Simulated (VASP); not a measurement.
# AlN (Cmc2_1) in VASP: a series of runs, part 3 of 3

VASP 6.6.1. Earlier steps stand in the parts before.

## 4. Single point, LDA (mode 4 frozen in at +0.000 Å and mode 5 at +0.052 Å (largest displacements))

Contents of INCAR:

```
PREC = Accurate
ENCUT = 520
EDIFF = 1E-6
ISMEAR = 0
SIGMA = 0.05
LREAL = False
LASPH = True
NELM = 80
ALGO = Normal
ISIF = 2
LWAVE = False
LCHARG = False
NBANDS = 16
```

Contents of KPOINTS:

```
Automatic mesh
0
Gamma
  9 9 6
```

Contents of POSCAR:

```
AlN
1.0
    3.0887424016      0.0000000000      0.0000000000
   -1.5443712008      2.6749293856      0.0000000000
    0.0000000000      0.0000000000      4.9437688231
Al N
2 2
Direct
    0.3429784478      0.6859568955      0.0015212672
    0.6570215522      0.3140431045      0.5015212672
    0.3247266867      0.6494533735      0.3834787328
    0.6752733133      0.3505466265      0.8834787328
```

Potentials or basis: VASP PAW LDA potentials, release 64 (Al, N).

Started as:

```sh
> cat potpaw_LDA.64/Al/POTCAR potpaw_LDA.64/N/POTCAR > POTCAR
> mpirun -np 1 vasp_std > vasp.out
```

OUTCAR:

```text
PREC = Accurate
   ENCUT = 520
   EDIFF = 1E-6
   ISMEAR = 0
   LREAL = False
   LASPH = True
   NELM = 80
   ISIF = 2

 ion  position               nearest neighbor table
   1  0.343  0.686  0.002-   4 1.87   4 1.88   4 1.88   3 1.89   2 2.99   2 2.99   2 3.08   2 3.08
                             2 3.08   2 3.08
   2  0.657  0.314  0.502-   3 1.87   3 1.88   3 1.88   4 1.89   1 2.99   1 2.99   1 3.08   1 3.08
                             1 3.08   1 3.08
   3  0.325  0.649  0.383-   2 1.87   2 1.88   2 1.88   1 1.89
   4  0.675  0.351  0.883-   1 1.87   1 1.88   1 1.88   2 1.89

  LATTYP: Found a hexagonal cell.
 ALAT       =     3.0887424016
 C/A-ratio  =     1.6005766038

  Lattice vectors:

 A1 = (   3.0887424016,   0.0000000000,   0.0000000000)
 A2 = (  -1.5443712008,   2.6749293856,   0.0000000000)
 A3 = (   0.0000000000,   0.0000000000,   4.9437688231)

Analysis of symmetry for initial positions (statically):
=====================================================================
 Subroutine PRICEL returns:
 Original cell was already a primitive cell.

 Routine SETGRP: Setting up the symmetry group for a
 hexagonal supercell.

 Subroutine GETGRP returns: Found  4 space group operations
 (whereof  2 operations were pure point group operations)
 out of a pool of 24 trial point group operations.

The static configuration has the point symmetry C_1h.
 The point group associated with its full space group is C_2v.

Analysis of symmetry for dynamics (positions and initial velocities):
=====================================================================
 Subroutine PRICEL returns:
 Original cell was already a primitive cell.

 Routine SETGRP: Setting up the symmetry group for a
 hexagonal supercell.

 Subroutine GETGRP returns: Found  4 space group operations
 (whereof  2 operations were pure point group operations)
 out of a pool of 24 trial point group operations.

The dynamic configuration has the point symmetry C_1h.
 The point group associated with its full space group is C_2v.

 Subroutine INISYM returns: Found  4 space group operations
 (whereof  2 operations are pure point group operations),
 and found     1 'primitive' translations

----------------------------------------------------------------------------------------

                                     Primitive cell

  volume of cell :      40.8462

  direct lattice vectors                    reciprocal lattice vectors
     3.088742402  0.000000000  0.000000000     0.323756361  0.186920822  0.000000000
    -1.544371201  2.674929386  0.000000000     0.000000000  0.373841644  0.000000000
     0.000000000  0.000000000  4.943768823     0.000000000  0.000000000  0.202274830

  length of vectors
     3.088742402  3.088742402  4.943768823     0.373841644  0.373841644  0.202274830

  position of ions in fractional coordinates (direct lattice)
     0.342978448  0.685956895  0.001521267
     0.657021552  0.314043105  0.501521267
     0.324726687  0.649453374  0.383478733
     0.675273313  0.350546626  0.883478733

  ion indices of the primitive-cell ions
   primitive index   ion index
                 1           1
                 2           2
                 3           3
                 4           4

----------------------------------------------------------------------------------------

 KPOINTS: Automatic mesh

Automatic generation of k-mesh.
 Grid dimensions read from file:
 generate k-points for:    9    9    6

 Generating k-lattice:

  Cartesian coordinates                     Fractional coordinates (reciprocal lattice)
     0.035972929  0.020768980  0.000000000     0.111111111 -0.000000000  0.000000000
     0.000000000  0.041537960  0.000000000     0.000000000  0.111111111  0.000000000
     0.000000000  0.000000000  0.033712472     0.000000000  0.000000000  0.166666667

  Length of vectors
     0.041537960  0.041537960  0.033712472

  Shift w.r.t. Gamma in fractional coordinates (k-lattice)
     0.000000000  0.000000000  0.000000000

 Subroutine IBZKPT returns following result:
 ===========================================

 Found    100 irreducible k-points:

 Following reciprocal coordinates:
            Coordinates               Weight
  0.000000  0.000000  0.000000      1.000000
  0.111111  0.000000  0.000000      4.000000
  0.000000  0.111111  0.000000      2.000000
  0.222222 -0.000000  0.000000      4.000000
  0.000000  0.222222  0.000000      2.000000
  0.333333 -0.000000  0.000000      4.000000
[... 16 lines left out ...]
 -0.222222 -0.444444  0.000000      4.000000
  0.444444  0.333333  0.000000      4.000000
 [... further k-points ...]
   k-points           NKPTS =    100   k-points in BZ     NKDIM =    100   number of bands    NBANDS=     16
   number of dos      NEDOS =    301   number of ions     NIONS =      4
   total plane-waves  NPLWV =  23040
   dimension x,y,z NGX =    24 NGY =   24 NGZ =   40
   dimension x,y,z NGXF=    48 NGYF=   48 NGZF=   80
   ions per type =               2   2
   NGX,Y,Z   is equivalent  to a cutoff of  12.92, 12.92, 13.45 a.u.
   NGXF,Y,Z  is equivalent  to a cutoff of  25.84, 25.84, 26.90 a.u.
 SYSTEM =  unknown system
   PREC   = accura    normal or accurate (medium, high low for compatibility)
   ISTART =      0    job   : 0-new  1-cont  2-samecut
   ICHARG =      2    charge: 1-file 2-atom 10-const
   ISPIN  =      1    spin polarized calculation?
   LNONCOLLINEAR =      F non collinear calculations
   LSORBIT =      F    spin-orbit coupling
   LASPH  =      T    aspherical Exc in radial PAW
   ENCUT  =  520.0 eV  38.22 Ry    6.18 a.u.   5.74  5.74  9.19*2*pi/ulx,y,z
   NELM   =     80;   NELMIN=  2; NELMDL= -5     # of ELM steps
   EDIFF  = 0.1E-05   stopping-criterion for ELM
   LREAL  =      F    real-space projection
   EDIFFG = 0.1E-04   stopping-criterion for IOM
   NSW    =      0    number of steps for IOM
   IBRION =     -1    ionic relax: 0-MD 1-quasi-New 2-CG
   NFREE  =      0    steps in history (QN), initial steepest desc. (CG)
   ISIF   =      2    stress and relaxation
   ISYM   =      2    0-nonsym 1-usesym 2-fastsym
   POTIM  = 0.5000    time-step for ionic-motion
   TEBEG  =    0.0;   TEEND  =   0.0 temperature during run
   PSTRESS=    0.0 pullay stress
   NELECT =      16.0000    total number of electrons
   NUPDOWN=      -1.0000    fix difference up-down
   EMIN   =  10.00;   EMAX   =-10.00  energy-range for DOS
   EFERMI =   0.00;   METHOD = LEGACY
   ISMEAR =     0;   SIGMA  =   0.05  broadening in eV -4-tet -1-fermi 0-gaus
   EFERMI_NEDOS =   21; number of points for ismear=-14 and -15
   IALGO  =     38    algorithm
   IMIX   =      4    mixing-type and parameters
     AMIX     =   0.40;   BMIX     =  1.00
     AMIX_MAG =   1.60;   BMIX_MAG =  1.00
  volume/ion in A,a.u.               =      10.21        68.91
  Fermi-wavevector in a.u.,A,eV,Ry     =   1.197836  2.263582 19.521797  1.434812
  Thomas-Fermi vector in A             =   2.333741
   LORBIT       =      0    0 simple, 1 ext, 2 COOP (PROOUT), +10 PAW based schemes
   GGA     = CA    functional components
   LHFCALC =     F    Hartree Fock is set to
   AEXX    =    0.0000 exact exchange contribution
   IVDW    =     0    specifies the selected vdW correction
   LEPSILON=     F    determine dielectric tensor
   LRPA    =     F    only Hartree local field effects (RPA)
 non-spin polarized calculation
 Gauss-broadening in eV      SIGMA  =   0.05
  energy-cutoff  :      520.00
  volume of cell :       40.85
 maximum number of plane-waves:      1118
   NGX = 11   NGY = 11   NGZ = 19

 number of electron      16.0000000 magnetization

 Free energy of the ion-electron system (eV)
  ---------------------------------------------------
  ext. energy  EPLUGINS =         0.00000000
  ---------------------------------------------------
  free energy    TOTEN  =       -32.81942659 eV

  energy without entropy =      -32.81942659  energy(sigma->0) =      -32.81942659

 E-fermi :   6.3743     XC(G=0): -11.3440

 val. band max:        6.1326607609   @ k =   0.0000   0.0000   0.0000
 cond. band min:      10.5227287561   @ k =   0.0000   0.0000   0.0000
 fundamental gap:      4.3900679953
 Fermi energy:         6.3743298244

 k-point     1 :       0.0000    0.0000    0.0000
  band No.  band energies     occupation
      1      -9.0562      2.00000
      2      -6.7615      2.00000
      3      -0.0364      2.00000
      4       5.2058      2.00000
      5       5.2495      2.00000
      6       5.8024      2.00000
[... 433 lines left out ...]
      3       1.1099      2.00000
      4       2.0967      2.00000
      5       2.7269      2.00000
      6       2.9748      2.00000
[... 8 lines left out ...]
     15      18.8881      0.00000
     16      20.6438      0.00000

 [... further k-points ...]
[... 5 lines left out ...]
  --------------------------------------------------------------------------------------
  -------------------------------------------------------------------------------------
  Total        0.1984077      0.0493674      0.1440703      0.0000000      0.0000000      0.0000000
  in kB        7.7824618      1.9364172      5.6510994      0.0000000      0.0000000      0.0000000
  external PRESSURE =       5.1233261 kB  Pullay stress =       0.0000000 kB

 VOLUME and BASIS-vectors are now :
 -----------------------------------------------------------------------------
  energy-cutoff  :      520.00
  volume of cell :       40.85
      direct lattice vectors                 reciprocal lattice vectors
     3.088742402  0.000000000  0.000000000     0.323756361  0.186920822  0.000000000
    -1.544371201  2.674929386  0.000000000     0.000000000  0.373841644  0.000000000
     0.000000000  0.000000000  4.943768823     0.000000000  0.000000000  0.202274830

 POSITION                                       TOTAL-FORCE (eV/Angst)
 -----------------------------------------------------------------------------------
      0.00000      1.83489      0.00752         0.000000     -0.307166      0.019030
      1.54437      0.84004      2.47941        -0.000000      0.307166      0.019030
     -0.00000      1.73724      1.89583         0.000000      0.128654     -0.019030
      1.54437      0.93769      4.36771         0.000000     -0.128654     -0.019030
 -----------------------------------------------------------------------------------
    total drift:                               -0.000000     -0.000000     -0.000581

  FREE ENERGIE OF THE ION-ELECTRON SYSTEM (eV)
  ---------------------------------------------------
  free  energy   TOTEN  =       -32.8194265942 eV

  energy  without entropy=      -32.8194265942  energy(sigma->0) =      -32.81942659
```

OSZICAR:

```text
N       E                     dE             d eps       ncg     rms          rms(c)
DAV:   1     0.369061246056E+02    0.36906E+02   -0.74413E+03  3208   0.899E+02
DAV:   2    -0.348585718657E+02   -0.71765E+02   -0.66085E+02  4512   0.177E+02
DAV:   3    -0.379441646474E+02   -0.30856E+01   -0.30779E+01  3960   0.376E+01
DAV:   4    -0.379595015785E+02   -0.15337E-01   -0.15336E-01  4032   0.319E+00
DAV:   5    -0.379596526658E+02   -0.15109E-03   -0.15109E-03  3920   0.309E-01    0.124E+01
DAV:   6    -0.329358831396E+02    0.50238E+01   -0.11451E+01  3360   0.241E+01    0.438E+00
DAV:   7    -0.328807602090E+02    0.55123E-01   -0.51772E-01  3968   0.473E+00    0.284E+00
DAV:   8    -0.328221661552E+02    0.58594E-01   -0.68523E-02  3384   0.220E+00    0.340E-01
DAV:   9    -0.328193273491E+02    0.28388E-02   -0.55118E-03  4064   0.533E-01    0.218E-01
DAV:  10    -0.328194742283E+02   -0.14688E-03   -0.57108E-04  3704   0.152E-01    0.108E-01
DAV:  11    -0.328194269420E+02    0.47286E-04   -0.84911E-05  3768   0.682E-02    0.189E-02
DAV:  12    -0.328194265942E+02    0.34787E-06   -0.13627E-06  3232   0.903E-03
   1 F= -.32819427E+02 E0= -.32819427E+02  d E =-.414913E-14
```

stdout:

```text
POSCAR found type information on POSCAR AlN
 POSCAR found :  2 types and       4 ions
 scaLAPACK will be used
 LDA part: xc-table for (Slater(with rela. corr.)+CA(PZ))
 , standard interpolation
 POSCAR, INCAR and KPOINTS ok, starting setup
 FFT: planning ... GRIDC
 FFT: planning ... GRID_SOFT
 FFT: planning ... GRID
 WAVECAR not read
 entering main loop
```

Run time: 18 s. Hardware: 1 thread of Intel Xeon Platinum 8559C (Emerald Rapids), shared host; peak memory 0.17 GiB.

Results:

```yaml
Free_energy: -32.8194 eV
Pressure: 0.5 GPa
Largest_force: 0.308 eV/Å
Band_gap_on_the_k_mesh: 4.39 eV, direct
```

Forces on the atoms (eV/Å):
```
Al   0.000 -0.307  0.019
Al   0.000  0.307  0.019
N    0.000  0.129 -0.019
N    0.000 -0.129 -0.019
```

Levels at points of the mesh, in eV from the valence-band top:
| k point | band 6 | band 7 | band 8 | band 9 | band 10 | band 11 |
| --- | --- | --- | --- | --- | --- | --- |
| (0.00, 0.00, 0.00) | -0.33 | -0.16 | 0.00 | 4.39 | 6.71 | 10.60 |
| (0.00, 0.00, 0.50) | -0.61 | -0.56 | -0.56 | 6.57 | 6.57 | 10.29 |

Caveat: the cell differs from its parent crystal (mode 4 frozen in at +0.000 Å and mode 5 at +0.052 Å (largest displacements)).

## 5. Single point, LDA (mode 4 frozen in at +0.000 Å and mode 5 at +0.069 Å (largest displacements))

Contents of INCAR:

```
ALGO     = Normal         # electronic algorithm
EDIFF    = 1E-6           # SCF threshold, eV
ENCUT    = 520            # plane-wave cutoff, eV
ISIF     = 2              # what is computed and relaxed
ISMEAR   = 0              # smearing method
LASPH    = True           # aspherical terms in the spheres
LCHARG   = True           # write CHGCAR
LELF     = True           # ELF
LREAL    = False          # projectors in reciprocal space
LVHAR    = True         
LWAVE    = False          # write WAVECAR
NBANDS   = 16             # bands
NELM     = 80             # most SCF steps
PREC     = Accurate       # precision mode
SIGMA    = 0.05           # smearing width, eV
```

Contents of KPOINTS:

```
k-points
0
Gamma
  9 9 6
```

Contents of POSCAR:

```
AlN
1.0
    3.0887424016      0.0000000000      0.0000000000
   -1.5443712008      2.6749293856      0.0000000000
    0.0000000000      0.0000000000      4.9437688231
Al N
2 2
Direct
    0.3461934859      0.6923869718      0.0015212672
    0.6538065141      0.3076130282      0.5015212672
    0.3218578045      0.6437156091      0.3834787328
    0.6781421955      0.3562843909      0.8834787328
```

Started as:

```sh
> cat potpaw_LDA.64/Al/POTCAR potpaw_LDA.64/N/POTCAR > POTCAR
> mpirun -np 1 vasp_std > vasp.out
```

Wall time 19 s (1 thread of Intel Xeon Platinum 8559C (Emerald Rapids), shared host); peak memory 0.17 GiB.

Results (log left out):

| Item | Value |
| --- | --- |
| Free energy | -32.8024 eV |
| Pressure | 0.5 GPa |
| Largest force | 0.416 eV/Å |
| Band gap on the k mesh | 4.36 eV, direct |

Forces on the atoms (eV/Å):
```
Al   0.000 -0.415  0.034
Al   0.000  0.415  0.034
N    0.000  0.169 -0.034
N    0.000 -0.169 -0.034
```

Stress tensor (GPa, compression positive):
```
 0.85  0.00  0.00
 0.00 -0.06  0.00
 0.00  0.00  0.58
```

Levels at points of the mesh, in eV from the valence-band top:
```csv
k point,band 4,band 5,band 6,band 7,band 8,band 9,band 10,band 11,band 12,band 13
"(0.00, 0.00, 0.00)",-0.95,-0.89,-0.37,-0.15,0.00,4.36,6.69,10.55,10.79,11.37
"(0.00, 0.00, 0.50)",-3.39,-0.63,-0.63,-0.57,-0.57,6.55,6.55,10.26,10.26,11.38
```

Caveat: the cell differs from its parent crystal (mode 4 frozen in at +0.000 Å and mode 5 at +0.069 Å (largest displacements)). A k mesh can miss the band edges.

## 6. Single point, LDA (mode 4 frozen in at +0.000 Å and mode 5 at -0.034 Å (largest displacements))

Contents of INCAR:

```
  PREC = Accurate
  ENCUT = 520
  EDIFF = 1E-6
  ISMEAR = 0
  SIGMA = 0.05
  LREAL = False
  LASPH = True
  NELM = 100
  ALGO = Normal
  ISIF = 2
  LWAVE = False
  LCHARG = False
  NBANDS = 16
```

Contents of KPOINTS:

```
Automatic mesh
0
Gamma
  9 9 6
```

Contents of POSCAR:

```
AlN
1.0
    3.0887424016      0.0000000000      0.0000000000
   -1.5443712008      2.6749293856      0.0000000000
    0.0000000000      0.0000000000      4.9437688231
Al N
2 2
Direct
    0.3269032571      0.6538065141      0.0015212672
    0.6730967429      0.3461934859      0.5015212672
    0.3390710977      0.6781421955      0.3834787328
    0.6609289023      0.3218578045      0.8834787328
```

Potentials or basis: VASP PAW LDA potentials, release 64 (Al, N).

Started as:

```sh
> cat potpaw_LDA.64/Al/POTCAR potpaw_LDA.64/N/POTCAR > POTCAR
> mpirun -np 1 vasp_std > vasp.out
```

Wall time 19 s (1 thread of Intel Xeon Platinum 8559C (Emerald Rapids), shared host); peak memory 0.17 GiB.

It converged, with:

- Free energy: -32.8317 eV
- Pressure: 0.6 GPa
- Largest force: 0.191 eV/Å
- Band gap on the k mesh: 4.41 eV, direct

Forces in eV/Å, atoms in the order of the input:
```
Al   0.000  0.191  0.008
Al   0.000 -0.191  0.008
N    0.000 -0.092 -0.008
N    0.000  0.092 -0.008
```

Levels at points of the mesh, in eV from the valence-band top:
| k point | band 6 | band 7 | band 8 | band 9 | band 10 | band 11 |
| --- | --- | --- | --- | --- | --- | --- |
| (0.00, 0.00, 0.00) | -0.29 | -0.18 | 0.00 | 4.41 | 6.72 | 10.63 |
| (0.00, 0.00, 0.50) | -0.59 | -0.56 | -0.56 | 6.59 | 6.59 | 10.31 |

Caveat: the cell differs from its parent crystal (mode 4 frozen in at +0.000 Å and mode 5 at -0.034 Å (largest displacements)).
